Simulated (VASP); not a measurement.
K2IF, 4 atoms in the cell. The structure is trigonal, space group R-3m (No. 166). The conventional cell has a = 4.337 Å, b = 4.337 Å, c = 21.918 Å, α = 90.00°, β = 90.00°, γ = 120.00°. Within 3.7 Å of F (site symmetry -3m) lie 6 K at 2.84 Å. I (site symmetry -3m) has 6 K at 3.41 Å and 6 I at 4.34 Å and 6 F at 4.43 Å within 4.5 Å. Within 3.7 Å of K (site symmetry 3m) lie 3 F at 2.84 Å and 3 I at 3.41 Å and 3 K at 3.66 Å. 

```yaml
Program: VASP 6.6.1
Task: single point
Functional: r2SCAN
Potentials_or_basis: VASP PAW PBE potentials, release 64 (F, I, K_sv)
Cutoff: 520 eV
k_mesh: 6 × 6 × 6
Occupations: fermi-dirac, width 0.02 eV
Spin: no spin polarisation
Dipole_correction: no
Further_INCAR_settings: ALGO = Normal; EDIFF = 1e-07; NBANDS = 24
```

Potentials or basis: VASP PAW PBE potentials, release 64 (F, I, K_sv).

The run is started by

```bash
$ cat potpaw_PBE.64/F/POTCAR potpaw_PBE.64/I/POTCAR potpaw_PBE.64/K_sv/POTCAR > POTCAR
$ cp INCAR.step1 INCAR
$ mpirun -np 1 vasp_std > vasp.out
$ cp INCAR.step2 INCAR
$ mpirun -np 1 vasp_std > vasp.out
```

Hardware: 1 thread of Intel Xeon 8259CL, on a shared host.

Q: Estimate the wall time of this run.

A: Wall time 40 min on 1 thread of Intel Xeon 8259CL (shared host), peak memory 0.6 GiB. Counts: k points 32.
